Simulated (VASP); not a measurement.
# TaSi2 (P6_222) in VASP: single point with PBEsol

Aim: the single point of TaSi2 with PBEsol.

Program: VASP 6.6.1. These are calculated values, not measurements. Logs are shortened: lines on timing, memory, paths and dates and some standing lists are left out, and cuts for length are marked.

### 1 The cell of the first run

It takes space group P6_222 (No. 180, hexagonal). The conventional cell has a = 4.760 Å, b = 4.760 Å, c = 6.558 Å, α = 90.00°, β = 90.00°, γ = 120.00°. Within 3.4 Å of Ta (site symmetry 222) lie 10 Si at 2.60 to 2.81 Å and 4 Ta at 3.23 Å. Si (site symmetry 2) has 9 Si at 2.55 to 3.31 Å and 5 Ta at 2.60 to 2.81 Å within 3.4 Å.

### 2 Single point, PBEsol

INCAR reads:

```
SYSTEM = TaSi2
PREC = Accurate
ENCUT = 520
EDIFF = 1E-6
ISMEAR = 0
SIGMA = 0.1
LREAL = .FALSE.
LASPH = .TRUE.
NELM = 60
ALGO = Normal
ISIF = 2
LWAVE = .FALSE.
LCHARG = .TRUE.
GGA = PS
LELF = .TRUE.
LVHAR = .TRUE.
NBANDS = 38
```

KPOINTS reads:

```
Automatic mesh
0
G
  10 10 7
  0 0 0
```

POSCAR reads:

```
TaSi2
1.0
    4.7598827269      0.0000000000      0.0000000000
   -2.3799413635      4.1221793606      0.0000000000
    0.0000000000      0.0000000000      6.5581155363
Ta Si
3 6
Direct
    0.5000000000      0.0000000000      0.5000000000
    0.5000000000      0.5000000000      0.8333333333
    0.0000000000      0.5000000000      0.1666666667
    0.1593458566      0.3186917132      0.5000000000
    0.8406541434      0.1593458566      0.8333333333
    0.6813082868      0.8406541434      0.1666666667
    0.8406541434      0.6813082868      0.5000000000
    0.1593458566      0.8406541434      0.8333333333
    0.3186917132      0.1593458566      0.1666666667
```

Potentials or basis: VASP PAW PBE potentials, release 64 (Ta_pv, Si).

The run is started by

```bash
cat potpaw_PBE.64/Ta_pv/POTCAR potpaw_PBE.64/Si/POTCAR > POTCAR
mpirun -np 1 vasp_std > vasp.out
```

OUTCAR:

```text
SYSTEM = TaSi2
   PREC = Accurate
   ENCUT = 520
   EDIFF = 1E-6
   ISMEAR = 0
   LREAL = .FALSE.
   LASPH = .TRUE.
   NELM = 60
   ISIF = 2
   GGA = PS

 ion  position               nearest neighbor table
   1  0.500  0.000  0.500-   5 2.60   8 2.60   6 2.60   9 2.60   4 2.72   7 2.72   7 2.72   4 2.72
                             4 2.81   7 2.81   3 3.23   3 3.23   2 3.23   2 3.23
   2  0.500  0.500  0.833-   4 2.60   7 2.60   6 2.60   9 2.60   8 2.72   5 2.72   8 2.72   5 2.72
                             8 2.81   5 2.81   1 3.23   1 3.23   3 3.23   3 3.23
   3  0.000  0.500  0.167-   4 2.60   7 2.60   5 2.60   8 2.60   6 2.72   9 2.72   9 2.72   6 2.72
                             6 2.81   9 2.81   1 3.23   1 3.23   2 3.23   2 3.23
   4  0.159  0.319  0.500-   5 2.55   9 2.55   2 2.60   3 2.60   7 2.63   1 2.72   1 2.72   1 2.81
                             7 2.81   7 2.81
   5  0.841  0.159  0.833-   4 2.55   6 2.55   1 2.60   3 2.60   8 2.63   2 2.72   2 2.72   2 2.81
                             8 2.81   8 2.81
   6  0.681  0.841  0.167-   7 2.55   5 2.55   1 2.60   2 2.60   9 2.63   3 2.72   3 2.72   3 2.81
                             9 2.81   9 2.81
   7  0.841  0.681  0.500-   8 2.55   6 2.55   2 2.60   3 2.60   4 2.63   1 2.72   1 2.72   1 2.81
                             4 2.81   4 2.81
   8  0.159  0.841  0.833-   7 2.55   9 2.55   1 2.60   3 2.60   5 2.63   2 2.72   2 2.72   2 2.81
                             5 2.81   5 2.81
   9  0.319  0.159  0.167-   4 2.55   8 2.55   1 2.60   2 2.60   6 2.63   3 2.72   3 2.72   3 2.81
                             6 2.81   6 2.81

  LATTYP: Found a hexagonal cell.
 ALAT       =     4.7598827269
 C/A-ratio  =     1.3777893096

  Lattice vectors:

 A1 = (   4.7598827269,   0.0000000000,   0.0000000000)
 A2 = (  -2.3799413635,   4.1221793606,   0.0000000000)
 A3 = (   0.0000000000,   0.0000000000,   6.5581155363)

Analysis of symmetry for initial positions (statically):
=====================================================================
 Subroutine PRICEL returns:
 Original cell was already a primitive cell.

 Routine SETGRP: Setting up the symmetry group for a
 hexagonal supercell.

 Subroutine GETGRP returns: Found 12 space group operations
 (whereof  4 operations were pure point group operations)
 out of a pool of 24 trial point group operations.

The static configuration has the point symmetry D_2 .
 The point group associated with its full space group is D_6 .

Analysis of symmetry for dynamics (positions and initial velocities):
=====================================================================
 Subroutine PRICEL returns:
 Original cell was already a primitive cell.

 Routine SETGRP: Setting up the symmetry group for a
 hexagonal supercell.

 Subroutine GETGRP returns: Found 12 space group operations
 (whereof  4 operations were pure point group operations)
 out of a pool of 24 trial point group operations.

The dynamic configuration has the point symmetry D_2 .
 The point group associated with its full space group is D_6 .

 Subroutine INISYM returns: Found 12 space group operations
 (whereof  4 operations are pure point group operations),
 and found     1 'primitive' translations

----------------------------------------------------------------------------------------

                                     Primitive cell

  volume of cell :     128.6774

  direct lattice vectors                    reciprocal lattice vectors
     4.759882727  0.000000000  0.000000000     0.210089210  0.121295062  0.000000000
    -2.379941363  4.122179361  0.000000000     0.000000000  0.242590123  0.000000000
     0.000000000  0.000000000  6.558115536     0.000000000  0.000000000  0.152482827

  length of vectors
     4.759882727  4.759882727  6.558115536     0.242590123  0.242590123  0.152482827

  position of ions in fractional coordinates (direct lattice)
     0.500000000  0.000000000  0.500000000
     0.500000000  0.500000000  0.833333333
     0.000000000  0.500000000  0.166666667
     0.159345857  0.318691713  0.500000000
     0.840654143  0.159345857  0.833333333
     0.681308287  0.840654143  0.166666667
     0.840654143  0.681308287  0.500000000
     0.159345857  0.840654143  0.833333333
     0.318691713  0.159345857  0.166666667

  ion indices of the primitive-cell ions
   primitive index   ion index
                 1           1
                 2           2
                 3           3
                 4           4
                 5           5
                 6           6
                 7           7
                 8           8
                 9           9

----------------------------------------------------------------------------------------

 KPOINTS: Automatic mesh

Automatic generation of k-mesh.
 Grid dimensions read from file:
 generate k-points for:   10   10    7

 Generating k-lattice:

  Cartesian coordinates                     Fractional coordinates (reciprocal lattice)
     0.021008921  0.012129506  0.000000000     0.100000000 -0.000000000  0.000000000
     0.000000000  0.024259012  0.000000000     0.000000000  0.100000000  0.000000000
     0.000000000  0.000000000  0.021783261     0.000000000  0.000000000  0.142857143

  Length of vectors
     0.024259012  0.024259012  0.021783261

  Shift w.r.t. Gamma in fractional coordinates (k-lattice)
     0.000000000  0.000000000  0.000000000

 Subroutine IBZKPT returns following result:
 ===========================================

 Found     56 irreducible k-points:

 Following reciprocal coordinates:
            Coordinates               Weight
  0.000000  0.000000  0.000000      1.000000
  0.100000 -0.000000  0.000000      6.000000
  0.200000 -0.000000  0.000000      6.000000
  0.300000 -0.000000  0.000000      6.000000
  0.400000 -0.000000  0.000000      6.000000
  0.500000 -0.000000  0.000000      3.000000
[... 16 lines left out ...]
  0.300000  0.100000  0.142857     24.000000
  0.400000  0.100000  0.142857     24.000000
 [... further k-points ...]
   k-points           NKPTS =     56   k-points in BZ     NKDIM =     56   number of bands    NBANDS=     38
   number of dos      NEDOS =    301   number of ions     NIONS =      9
   total plane-waves  NPLWV =  64800
   dimension x,y,z NGX =    36 NGY =   36 NGZ =   50
   dimension x,y,z NGXF=    72 NGYF=   72 NGZF=  100
   ions per type =               3   6
   NGX,Y,Z   is equivalent  to a cutoff of  12.57, 12.57, 12.67 a.u.
   NGXF,Y,Z  is equivalent  to a cutoff of  25.15, 25.15, 25.35 a.u.
 SYSTEM =  TaSi2
   PREC   = accura    normal or accurate (medium, high low for compatibility)
   ISTART =      0    job   : 0-new  1-cont  2-samecut
   ICHARG =      2    charge: 1-file 2-atom 10-const
   ISPIN  =      1    spin polarized calculation?
   LNONCOLLINEAR =      F non collinear calculations
   LSORBIT =      F    spin-orbit coupling
   LASPH  =      T    aspherical Exc in radial PAW
   ENCUT  =  520.0 eV  38.22 Ry    6.18 a.u.   8.85  8.85 12.19*2*pi/ulx,y,z
   NELM   =     60;   NELMIN=  2; NELMDL= -5     # of ELM steps
   EDIFF  = 0.1E-05   stopping-criterion for ELM
   LREAL  =      F    real-space projection
   EDIFFG = 0.1E-04   stopping-criterion for IOM
   NSW    =      0    number of steps for IOM
   IBRION =     -1    ionic relax: 0-MD 1-quasi-New 2-CG
   NFREE  =      0    steps in history (QN), initial steepest desc. (CG)
   ISIF   =      2    stress and relaxation
   ISYM   =      2    0-nonsym 1-usesym 2-fastsym
   POTIM  = 0.5000    time-step for ionic-motion
   TEBEG  =    0.0;   TEEND  =   0.0 temperature during run
   PSTRESS=    0.0 pullay stress
   NELECT =      57.0000    total number of electrons
   NUPDOWN=      -1.0000    fix difference up-down
   EMIN   =  10.00;   EMAX   =-10.00  energy-range for DOS
   EFERMI =   0.00;   METHOD = LEGACY
   ISMEAR =     0;   SIGMA  =   0.10  broadening in eV -4-tet -1-fermi 0-gaus
   EFERMI_NEDOS =   21; number of points for ismear=-14 and -15
   IALGO  =     38    algorithm
   IMIX   =      4    mixing-type and parameters
     AMIX     =   0.40;   BMIX     =  1.00
     AMIX_MAG =   1.60;   BMIX_MAG =  1.00
  volume/ion in A,a.u.               =      14.30        96.48
  Fermi-wavevector in a.u.,A,eV,Ry     =   1.247955  2.358294 21.189612  1.557393
  Thomas-Fermi vector in A             =   2.382064
   LORBIT       =      0    0 simple, 1 ext, 2 COOP (PROOUT), +10 PAW based schemes
   GGA     = PS    functional components
   LHFCALC =     F    Hartree Fock is set to
   AEXX    =    0.0000 exact exchange contribution
   IVDW    =     0    specifies the selected vdW correction
   LEPSILON=     F    determine dielectric tensor
   LRPA    =     F    only Hartree local field effects (RPA)
 non-spin polarized calculation
 Gauss-broadening in eV      SIGMA  =   0.10
  energy-cutoff  :      520.00
  volume of cell :      128.68
 maximum number of plane-waves:      3483
 NGX is ok and might be reduce to    36
   NGX = 17   NGY = 17   NGZ = 25

 number of electron      56.9999999 magnetization

 Free energy of the ion-electron system (eV)
  ---------------------------------------------------
  ext. energy  EPLUGINS =         0.00000000
  ---------------------------------------------------
  free energy    TOTEN  =       -77.36534177 eV

  energy without entropy =      -77.35079578  energy(sigma->0) =      -77.35806877

 E-fermi :   9.3944     XC(G=0): -12.2051

 val. band max:        9.3936970065   @ k =   0.3000   0.3000   0.4286
 cond. band min:       9.3967817839   @ k =   0.3000   0.3000   0.2857
 fundamental gap:      0.0030847774
 Fermi energy:         9.3943775708

 k-point     1 :       0.0000    0.0000    0.0000
  band No.  band energies     occupation
      1     -24.8945      2.00000
      2     -24.8945      2.00000
      3     -24.8911      2.00000
      4     -24.8192      2.00000
      5     -24.8192      2.00000
      6     -24.7234      2.00000
[... 30 lines left out ...]
     37      13.3466      0.00000
     38      13.4942      0.00000

 k-point     2 :       0.1000   -0.0000    0.0000
  band No.  band energies     occupation
      1     -24.9109      2.00000
      2     -24.8966      2.00000
      3     -24.8757      2.00000
      4     -24.8204      2.00000
      5     -24.8180      2.00000
      6     -24.7260      2.00000
[... 30 lines left out ...]
     37      13.2344      0.00000
     38      13.3125      0.00000

 k-point     3 :       0.2000   -0.0000    0.0000
  band No.  band energies     occupation
      1     -24.9272      2.00000
      2     -24.9020      2.00000
      3     -24.8629      2.00000
      4     -24.8234      2.00000
      5     -24.8143      2.00000
      6     -24.7285      2.00000
[... 30 lines left out ...]
     37      13.2919      0.00000
     38      13.3149      0.00000

 k-point     4 :       0.3000   -0.0000    0.0000
  band No.  band energies     occupation
      1     -24.9397      2.00000
      2     -24.9081      2.00000
      3     -24.8555      2.00000
      4     -24.8271      2.00000
      5     -24.8091      2.00000
      6     -24.7286      2.00000
[... 30 lines left out ...]
     37      12.9757      0.00000
     38      13.6735      0.00000
[... 703 lines left out ...]
      4     -24.8244      2.00000
      5     -24.8096      2.00000
      6     -24.7417      2.00000
[... 30 lines left out ...]
     37      13.2337      0.00000
     38      13.3573      0.00000

 k-point    23 :       0.3000    0.1000    0.1429
  band No.  band energies     occupation
      1     -24.9418      2.00000
      2     -24.9157      2.00000
      3     -24.8572      2.00000
      4     -24.8256      2.00000
      5     -24.8024      2.00000
      6     -24.7442      2.00000
[... 30 lines left out ...]
     37      13.2768      0.00000
     38      13.4361      0.00000

 k-point    24 :       0.4000    0.1000    0.1429
  band No.  band energies     occupation
      1     -24.9458      2.00000
      2     -24.9189      2.00000
      3     -24.8592      2.00000
      4     -24.8265      2.00000
      5     -24.7980      2.00000
      6     -24.7456      2.00000
[... 30 lines left out ...]
     37      13.0750      0.00000
     38      13.4508      0.00000

 [... further k-points ...]
[... 5 lines left out ...]
  --------------------------------------------------------------------------------------
  -------------------------------------------------------------------------------------
  Total        0.2236109      0.2236109      0.3044990     -0.0000000     -0.0000000     -0.0000000
  in kB        2.7842059      2.7842059      3.7913527     -0.0000000     -0.0000000     -0.0000000
  external PRESSURE =       3.1199215 kB  Pullay stress =       0.0000000 kB

 VOLUME and BASIS-vectors are now :
 -----------------------------------------------------------------------------
  energy-cutoff  :      520.00
  volume of cell :      128.68
      direct lattice vectors                 reciprocal lattice vectors
     4.759882727  0.000000000  0.000000000     0.210089210  0.121295062  0.000000000
    -2.379941363  4.122179361  0.000000000     0.000000000  0.242590123  0.000000000
     0.000000000  0.000000000  6.558115536     0.000000000  0.000000000  0.152482827

 POSITION                                       TOTAL-FORCE (eV/Angst)
 -----------------------------------------------------------------------------------
      2.37994      0.00000      3.27906        -0.000000      0.000000      0.000000
      1.18997      2.06109      5.46510         0.000000      0.000000     -0.000000
     -1.18997      2.06109      1.09302        -0.000000      0.000000     -0.000000
     -0.00000      1.31370      3.27906         0.000000     -0.003289      0.000000
      3.62218      0.65685      5.46510         0.002849     -0.001645      0.000000
      1.24224      3.46533      1.09302         0.002849      0.001645      0.000000
      2.37994      2.80847      3.27906        -0.000000      0.003289      0.000000
     -1.24224      3.46533      5.46510        -0.002849      0.001645      0.000000
      1.13770      0.65685      1.09302        -0.002849     -0.001645      0.000000
 -----------------------------------------------------------------------------------
    total drift:                               -0.000000     -0.000000     -0.000000

  FREE ENERGIE OF THE ION-ELECTRON SYSTEM (eV)
  ---------------------------------------------------
  free  energy   TOTEN  =       -77.3653417703 eV

  energy  without entropy=      -77.3507957761  energy(sigma->0) =      -77.35806877
```

Run time: 97 s. Hardware: 1 thread of Intel Xeon 6975P-C (Granite Rapids), shared host; peak memory 0.37 GiB.

Results:

```
Free energy   : -77.3653 eV
Pressure      : 0.3 GPa
Largest force : 0.003 eV/Å
```

Forces in eV/Å, atoms in the order of the input:
```
Ta   0.000  0.000  0.000
Ta   0.000  0.000  0.000
Ta   0.000  0.000  0.000
Si   0.000 -0.003  0.000
Si   0.003 -0.002  0.000
Si   0.003  0.002  0.000
Si   0.000  0.003  0.000
Si  -0.003  0.002  0.000
Si  -0.003 -0.002  0.000
```

Stress tensor (GPa, compression positive):
```
0.28 0.00 0.00
0.00 0.28 0.00
0.00 0.00 0.38
```

Caveat: the PAW data sets were made with another functional, which shifts forces and pressure a little; spin-orbit coupling is left out, which moves the levels of the heavy elements.
